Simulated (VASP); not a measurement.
Write the native input for VASP 6.6.1 that does the following.

```yaml
Task: electric field gradients
Functional: LDA
Potentials_or_basis: VASP PAW LDA potentials, release 64 (Mg, S)
Cutoff: 520 eV
k_mesh: 8 × 8 × 8
Occupations: fermi-dirac, width 0.01 eV
Spin: no spin polarisation
Dipole_correction: no
Further_INCAR_settings: ALGO = Normal; EDIFF = 1e-08; NBANDS = 11
```

The structure of MgS lies in POSCAR:

```
MgS
1.0
   -0.0260165000      2.5886417500      2.5886417500
    2.5886417500     -0.0260165000      2.5886417500
    2.5886417500      2.5886417500     -0.0260165000
Mg S
1 1
Direct
    0.0000000000      0.0000000000      0.0000000000
    0.5000000000      0.5000000000      0.5000000000
```

This cell differs from its parent crystal: equal xy, yz and zx shear strains of -1 %.

The input as run:

INCAR

```
  PREC = Accurate
  ENCUT = 520
  EDIFF = 1E-8
  ISMEAR = -1
  SIGMA = 0.01
  LREAL = F
  LASPH = T
  NELM = 60
  ALGO = Normal
  ISIF = 2
  LWAVE = F
  LCHARG = F
  GGA = CA
  LEFG = T
  NBANDS = 11
```

KPOINTS

```
regular mesh
0
Gamma
  8 8 8
```

Potentials or basis: VASP PAW LDA potentials, release 64 (Mg, S).

The run is started by

```console
$ cat potpaw_LDA.64/Mg/POTCAR potpaw_LDA.64/S/POTCAR > POTCAR
$ mpirun -np 1 vasp_std > vasp.out
```

It gave:

| Item | Value |
| --- | --- |
| Pressure | -3.8 GPa |
| Band gap on the k mesh | 2.46 eV, indirect (least direct gap 3.40 eV) |

Caveat: the cell differs from its parent crystal (equal xy, yz and zx shear strains of -1 %); without QUAD_EFG the Cq values of the log hold for a quadrupole moment of 1 mb, not for the nuclei.

It took 15 s on 1 thread of Intel(R) Xeon(R) Platinum 8488C (Sapphire Rapids) (shared host), peak memory 0.15 GiB.
